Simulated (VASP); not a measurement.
Si3Te, 8 atoms in the cell. Symmetry: P6_3/mmc, No. 194, hexagonal system. Conventional cell: a = 6.277 Å, b = 6.277 Å, c = 5.067 Å, α = 90.00°, β = 90.00°, γ = 120.00°. Si (site symmetry mm2) has 4 Te at 3.11 to 3.14 Å and 8 Si at 3.12 to 3.14 Å within 4.1 Å. Within 4.1 Å of Te (site symmetry -6m2) lie 12 Si at 3.11 to 3.14 Å. The cell was generated, and may not be a known phase.

* Program: VASP 6.6.1
* Task: relaxation of cell and atoms
* Functional: PBE
* Potentials or basis: VASP PAW PBE potentials, release 64 (Si, Te)
* Cutoff: 600 eV
* k mesh: 3 × 3 × 4
* Occupations: gaussian, width 0.1 eV
* Spin: no spin polarisation
* Dipole correction: no
* Further INCAR settings: ALGO = Normal; EDIFF = 1e-07; IBRION = 2; EDIFFG = -0.04; NSW = 90; ISIF = 3

Potentials or basis: VASP PAW PBE potentials, release 64 (Si, Te).

Launch:

```console
$ cat potpaw_PBE.64/Si/POTCAR potpaw_PBE.64/Te/POTCAR > POTCAR
$ mpirun -np 1 vasp_std > vasp.out
```

Hardware: 1 thread of Intel Xeon 8259CL, with other jobs on the host.

Estimate the wall time of this run.

Run time: 19 min on 1 thread of Intel Xeon 8259CL (shared host), peak memory 0.31 GiB. Counts: scf iterations 199, k points 9, ion steps 21.
